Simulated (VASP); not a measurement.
Write the native input for VASP 6.6.1 that does the following.

```
Task                   : single point
Functional             : BLYP
Potentials or basis    : VASP PAW PBE potentials, release 64 (Ni)
Cutoff                 : 520 eV
k mesh                 : 25 × 25 × 25
Occupations            : fermi-dirac, width 0.05 eV
Spin                   : collinear spin, ferromagnetic start
Starting moments       : [0.657] μB
Dipole correction      : no
Further INCAR settings : ALGO = Normal; EDIFF = 1e-06; NBANDS = 15
```

The structure of Ni lies in POSCAR:

```
Ni
1.0
    0.0000000000      1.8351612544      1.8351612544
    1.8351612544      0.0000000000      1.8351612544
    1.8351612544      1.8351612544      0.0000000000
Ni
1
Direct
    0.0000000000      0.0000000000      0.0000000000
```

The input as run:

INCAR

```
SYSTEM = Ni
AGGAC = 1.0
AGGAX = 1.0
ALDAC = 0.0
ALDAX = 1.0
ALGO = Normal
EDIFF = 1E-6
ENCUT = 520
GGA = B5
ISIF = 2
ISMEAR = -1
ISPIN = 2
LASPH = .TRUE.
LCHARG = .FALSE.
LMAXMIX = 4
LORBIT = 11
LREAL = .FALSE.
LWAVE = .FALSE.
MAGMOM = 0.657
NBANDS = 15
NELM = 150
PREC = Accurate
SIGMA = 0.05
```

KPOINTS

```
k-points
0
G
  25 25 25
  0 0 0
```

Potentials or basis: VASP PAW PBE potentials, release 64 (Ni).

Launch:

```console
$ cat potpaw_PBE.64/Ni/POTCAR > POTCAR
$ mpirun -np 1 vasp_std > vasp.out
```

Results of the run:

* Pressure: -10.6 GPa
* Net moment: 0.63 μB per cell
* Site moments: Ni +0.65 μB
* Valence electrons inside the program's atomic spheres: Ni 9.16

Caveat: the cell stands under tension; the PAW data sets were made with another functional, which shifts forces and pressure a little.

Wall time 2.4 min on 1 thread of Intel(R) Xeon(R) Platinum 8259CL CPU @ 2.50GHz (Skylake/Cascade Lake), with other jobs on the host, peak memory 0.23 GiB.
